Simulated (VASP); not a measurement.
# Co (P6_3/mmc) in VASP: further runs

The runs below take Co through single point, with PBE.

Program: VASP 6.6.1. These are calculated values, not measurements. Logs are shortened: lines on timing, memory, paths and dates and some standing lists are left out, and cuts for length are marked.

### 1 The cell of the first run

The structure is hexagonal, space group P6_3/mmc (No. 194). The conventional cell has a = 2.493 Å, b = 2.493 Å, c = 4.037 Å, α = 90.00°, β = 90.00°, γ = 120.00°. Within 3.3 Å of Co (site symmetry -6m2) lie 12 Co at 2.48 to 2.49 Å.

### 2 Single point, PBE, collinear spin, ferromagnetic start

INCAR

```
  PREC = Accurate
  ENCUT = 520
  EDIFF = 1E-7
  ISMEAR = -1
  SIGMA = 0.1
  LREAL = False
  LASPH = True
  NELM = 150
  ALGO = Normal
  ISIF = 2
  LWAVE = False
  LCHARG = False
  ISPIN = 2
  MAGMOM = 1.7 1.7
  LORBIT = 11
  LMAXMIX = 4
  GGA = PE
  NBANDS = 20
```

KPOINTS

```
Automatic mesh
0
Gamma
  15 15 8
```

POSCAR

```
Co
1.0
    1.2465198931     -2.1590357875      0.0000000000
    1.2465198931      2.1590357875      0.0000000000
    0.0000000000      0.0000000000      4.0369295127
Co
2
Direct
    0.6666666670      0.3333333330      0.2500000000
    0.3333333330      0.6666666670      0.7500000000
```

Potentials or basis: VASP PAW PBE potentials, release 64 (Co).

On the command line:

```bash
cat potpaw_PBE.64/Co/POTCAR > POTCAR
mpirun -np 1 vasp_std > vasp.out
```

OUTCAR:

```text
PREC = Accurate
   ENCUT = 520
   EDIFF = 1E-7
   ISMEAR = -1
   LREAL = False
   LASPH = True
   NELM = 150
   ISIF = 2
   ISPIN = 2
   LORBIT = 11
   GGA = PE

 ion  position               nearest neighbor table
   1  0.667  0.333  0.250-   2 2.48   2 2.48   2 2.48   2 2.48   2 2.48   2 2.48
   2  0.333  0.667  0.750-   1 2.48   1 2.48   1 2.48   1 2.48   1 2.48   1 2.48

  LATTYP: Found a hexagonal cell.
 ALAT       =     2.4930397862
 C/A-ratio  =     1.6192800191

  Lattice vectors:

 A1 = (   1.2465198931,  -2.1590357875,   0.0000000000)
 A2 = (   1.2465198931,   2.1590357875,   0.0000000000)
 A3 = (   0.0000000000,   0.0000000000,   4.0369295127)

Analysis of symmetry for initial positions (statically):
=====================================================================
 Subroutine PRICEL returns:
 Original cell was already a primitive cell.

 Routine SETGRP: Setting up the symmetry group for a
 hexagonal supercell.

 Subroutine GETGRP returns: Found 24 space group operations
 (whereof 12 operations were pure point group operations)
 out of a pool of 24 trial point group operations.

The static configuration has the point symmetry D_3d.
 The point group associated with its full space group is D_6h.

Analysis of symmetry for dynamics (positions and initial velocities):
=====================================================================
 Subroutine PRICEL returns:
 Original cell was already a primitive cell.

 Routine SETGRP: Setting up the symmetry group for a
 hexagonal supercell.

 Subroutine GETGRP returns: Found 24 space group operations
 (whereof 12 operations were pure point group operations)
 out of a pool of 24 trial point group operations.

The dynamic configuration has the point symmetry D_3d.
 The point group associated with its full space group is D_6h.

Analysis of structural, dynamic, and magnetic symmetry:
=====================================================================
 Subroutine PRICEL returns:
 Original cell was already a primitive cell.

 Routine SETGRP: Setting up the symmetry group for a
 hexagonal supercell.

 Subroutine GETGRP returns: Found 24 space group operations
 (whereof 12 operations were pure point group operations)
 out of a pool of 24 trial point group operations.

The overall configuration has the point symmetry D_3d.
 The point group associated with its full space group is D_6h.

 Subroutine INISYM returns: Found 24 space group operations
 (whereof 12 operations are pure point group operations),
 and found     1 'primitive' translations

----------------------------------------------------------------------------------------

                                     Primitive cell

  volume of cell :      21.7290

  direct lattice vectors                    reciprocal lattice vectors
     1.246519893 -2.159035788  0.000000000     0.401116743 -0.231584860  0.000000000
     1.246519893  2.159035788  0.000000000     0.401116743  0.231584860  0.000000000
     0.000000000  0.000000000  4.036929513     0.000000000  0.000000000  0.247713020

  length of vectors
     2.493039786  2.493039786  4.036929513     0.463169719  0.463169719  0.247713020

  position of ions in fractional coordinates (direct lattice)
     0.666666667  0.333333333  0.250000000
     0.333333333  0.666666667  0.750000000

  ion indices of the primitive-cell ions
   primitive index   ion index
                 1           1
                 2           2

----------------------------------------------------------------------------------------

 KPOINTS: Automatic mesh

Automatic generation of k-mesh.
 Grid dimensions read from file:
 generate k-points for:   15   15    8

 Generating k-lattice:

  Cartesian coordinates                     Fractional coordinates (reciprocal lattice)
     0.026741116 -0.015438991  0.000000000     0.066666667  0.000000000  0.000000000
     0.026741116  0.015438991  0.000000000     0.000000000  0.066666667  0.000000000
     0.000000000  0.000000000  0.030964127     0.000000000  0.000000000  0.125000000

  Length of vectors
     0.030877981  0.030877981  0.030964127

  Shift w.r.t. Gamma in fractional coordinates (k-lattice)
     0.000000000  0.000000000  0.000000000

 Subroutine IBZKPT returns following result:
 ===========================================

 Found    135 irreducible k-points:

 Following reciprocal coordinates:
            Coordinates               Weight
  0.000000  0.000000  0.000000      1.000000
  0.066667 -0.000000  0.000000      6.000000
  0.133333  0.000000  0.000000      6.000000
  0.200000 -0.000000  0.000000      6.000000
  0.266667  0.000000  0.000000      6.000000
  0.333333  0.000000  0.000000      6.000000
[... 16 lines left out ...]
  0.333333  0.200000  0.000000     12.000000
  0.400000  0.200000  0.000000      6.000000
 [... further k-points ...]
   k-points           NKPTS =    135   k-points in BZ     NKDIM =    135   number of bands    NBANDS=     20
   number of dos      NEDOS =    301   number of ions     NIONS =      2
   total plane-waves  NPLWV =  12000
   dimension x,y,z NGX =    20 NGY =   20 NGZ =   30
   dimension x,y,z NGXF=    40 NGYF=   40 NGZF=   60
   ions per type =               2
   NGX,Y,Z   is equivalent  to a cutoff of  13.34, 13.34, 12.35 a.u.
   NGXF,Y,Z  is equivalent  to a cutoff of  26.67, 26.67, 24.71 a.u.
 SYSTEM =  unknown system
   PREC   = accura    normal or accurate (medium, high low for compatibility)
   ISTART =      0    job   : 0-new  1-cont  2-samecut
   ICHARG =      2    charge: 1-file 2-atom 10-const
   ISPIN  =      2    spin polarized calculation?
   LNONCOLLINEAR =      F non collinear calculations
   LSORBIT =      F    spin-orbit coupling
   LASPH  =      T    aspherical Exc in radial PAW
   ENCUT  =  520.0 eV  38.22 Ry    6.18 a.u.   4.64  4.64  7.51*2*pi/ulx,y,z
   NELM   =    150;   NELMIN=  2; NELMDL= -5     # of ELM steps
   EDIFF  = 0.1E-06   stopping-criterion for ELM
   LREAL  =      F    real-space projection
   EDIFFG = 0.1E-05   stopping-criterion for IOM
   NSW    =      0    number of steps for IOM
   IBRION =     -1    ionic relax: 0-MD 1-quasi-New 2-CG
   NFREE  =      0    steps in history (QN), initial steepest desc. (CG)
   ISIF   =      2    stress and relaxation
   ISYM   =      2    0-nonsym 1-usesym 2-fastsym
   POTIM  = 0.5000    time-step for ionic-motion
   TEBEG  =    0.0;   TEEND  =   0.0 temperature during run
   PSTRESS=    0.0 pullay stress
   NELECT =      18.0000    total number of electrons
   NUPDOWN=      -1.0000    fix difference up-down
   EMIN   =  10.00;   EMAX   =-10.00  energy-range for DOS
   EFERMI =   0.00;   METHOD = LEGACY
   ISMEAR =    -1;   SIGMA  =   0.10  broadening in eV -4-tet -1-fermi 0-gaus
   EFERMI_NEDOS =   21; number of points for ismear=-14 and -15
   IALGO  =     38    algorithm
   IMIX   =      4    mixing-type and parameters
     AMIX     =   0.40;   BMIX     =  1.00
     AMIX_MAG =   1.60;   BMIX_MAG =  1.00
  volume/ion in A,a.u.               =      10.86        73.32
  Fermi-wavevector in a.u.,A,eV,Ry     =   1.537513  2.905479 32.163460  2.363948
  Thomas-Fermi vector in A             =   2.644012
   LORBIT       =     11    0 simple, 1 ext, 2 COOP (PROOUT), +10 PAW based schemes
   GGA     = PE    functional components
   LHFCALC =     F    Hartree Fock is set to
   AEXX    =    0.0000 exact exchange contribution
   IVDW    =     0    specifies the selected vdW correction
   LEPSILON=     F    determine dielectric tensor
   LRPA    =     F    only Hartree local field effects (RPA)
 spin polarized calculation
  energy-cutoff  :      520.00
  volume of cell :       21.73
 maximum number of plane-waves:       604
 NGX is ok and might be reduce to    20
   NGX =  9   NGY =  9   NGZ = 15

 number of electron      17.9999998 magnetization       3.2289311

 Free energy of the ion-electron system (eV)
  ---------------------------------------------------
  ext. energy  EPLUGINS =         0.00000000
  ---------------------------------------------------
  free energy    TOTEN  =       -14.10181115 eV

  energy without entropy =      -14.04109145  energy(sigma->0) =      -14.07145130

 E-fermi :  10.2346     XC(G=0): -13.3958

 val. band max:       10.2300041737   @ k =   0.4000   0.2000   0.5000
 cond. band min:      10.2380384574   @ k =   0.2000  -0.0000   0.0000
 fundamental gap:      0.0080342837
 Fermi energy:        10.2346206817

 spin component 1

 k-point     1 :       0.0000    0.0000    0.0000
  band No.  band energies     occupation
      1       1.3351      1.00000
      2       5.1140      1.00000
      3       7.6228      1.00000
      4       7.6495      1.00000
      5       7.6495      1.00000
      6       7.9587      1.00000
[... 12 lines left out ...]
     19      36.1256      0.00000
     20      36.1256      0.00000
[... 507 lines left out ...]
 k-point    24 :       0.4000    0.2000    0.0000
  band No.  band energies     occupation
      1       5.8963      1.00000
      2       5.9972      1.00000
      3       6.0081      1.00000
      4       7.0084      1.00000
      5       7.3491      1.00000
      6       7.5787      1.00000
[... 12 lines left out ...]
     19      29.5725      0.00000
     20      38.9942      0.00000

 [... further k-points ...]

 spin component 2

 k-point     1 :       0.0000    0.0000    0.0000
  band No.  band energies     occupation
      1       1.3333      1.00000
      2       6.0564      1.00000
      3       9.2512      0.99995
      4       9.2893      0.99992
      5       9.2893      0.99992
      6       9.6519      0.99706
[... 12 lines left out ...]
     19      36.4194      0.00000
     20      36.4194      0.00000
[... 507 lines left out ...]
 k-point    24 :       0.4000    0.2000    0.0000
  band No.  band energies     occupation
      1       6.9392      1.00000
      2       7.1770      1.00000
      3       7.1934      1.00000
      4       7.8778      1.00000
      5       8.9134      1.00000
      6       9.0694      0.99999
[... 12 lines left out ...]
     19      29.9214      0.00000
     20      39.2858      0.00000

 [... further k-points ...]

------------------------ aborting loop because EDIFF is reached ----------------------------------------

  FORCE on cell =-STRESS in cart. coord.  units (eV):
  Direction    XX          YY          ZZ          XY          YZ          ZX
  --------------------------------------------------------------------------------------
  -------------------------------------------------------------------------------------
  Total       -0.0513983     -0.0513983     -0.0809061     -0.0000000      0.0000000     -0.0000000
  in kB       -3.7898268     -3.7898268     -5.9655684     -0.0000000      0.0000000     -0.0000000
  external PRESSURE =      -4.5150740 kB  Pullay stress =       0.0000000 kB

 VOLUME and BASIS-vectors are now :
 -----------------------------------------------------------------------------
  energy-cutoff  :      520.00
  volume of cell :       21.73
      direct lattice vectors                 reciprocal lattice vectors
     1.246519893 -2.159035788  0.000000000     0.401116743 -0.231584860  0.000000000
     1.246519893  2.159035788  0.000000000     0.401116743  0.231584860  0.000000000
     0.000000000  0.000000000  4.036929513     0.000000000  0.000000000  0.247713020

 POSITION                                       TOTAL-FORCE (eV/Angst)
 -----------------------------------------------------------------------------------
      1.24652     -0.71968      1.00923        -0.000000      0.000000      0.000000
      1.24652      0.71968      3.02770         0.000000     -0.000000      0.000000
 -----------------------------------------------------------------------------------
    total drift:                               -0.000000      0.000000     -0.000000

  FREE ENERGIE OF THE ION-ELECTRON SYSTEM (eV)
  ---------------------------------------------------
  free  energy   TOTEN  =       -14.1018111481 eV

  energy  without entropy=      -14.0410914488  energy(sigma->0) =      -14.07145130

 total charge

# of ion       s       p       d       tot
------------------------------------------
    1        0.488   0.520   7.262   8.270
    2        0.488   0.520   7.262   8.270
--------------------------------------------------
tot          0.977   1.040  14.524  16.540

 magnetization (x)

# of ion       s       p       d       tot
------------------------------------------
    1       -0.014  -0.053   1.701   1.634
    2       -0.014  -0.053   1.701   1.634
--------------------------------------------------
tot         -0.029  -0.106   3.403   3.268
```

Run time: 1.9 min. Hardware: 1 thread of Intel Xeon Platinum 8488C (Sapphire Rapids), shared host; peak memory 0.2 GiB.

What came out:

* Free energy: -14.1018 eV
* Pressure: -0.5 GPa
* Net moment: 3.23 μB per cell
* Site moments: Co +1.63 μB
* Valence electrons inside the program's atomic spheres: Co 8.27

Levels at points of the mesh, in eV from the Fermi level:
Spin up:
```tsv
k point	band 8	band 9	band 10	band 11	band 12	band 13	band 14	band 15
(0.00, 0.00, 0.00)	-1.93	-1.93	-0.84	-0.84	-0.09	6.32	21.98	24.54
(0.00, 0.00, 0.50)	-2.65	-1.15	-1.15	-1.15	-1.15	14.97	14.97	22.71
```
Spin down:
```csv
k point,band 5,band 6,band 7,band 8,band 9,band 10
"(0.00, 0.00, 0.00)",-0.95,-0.58,-0.58,-0.16,-0.16,-0.15
"(0.00, 0.00, 0.50)",-1.01,-1.01,-1.01,-1.01,0.72,0.72
```

(Part 1 of 2 ends here.)
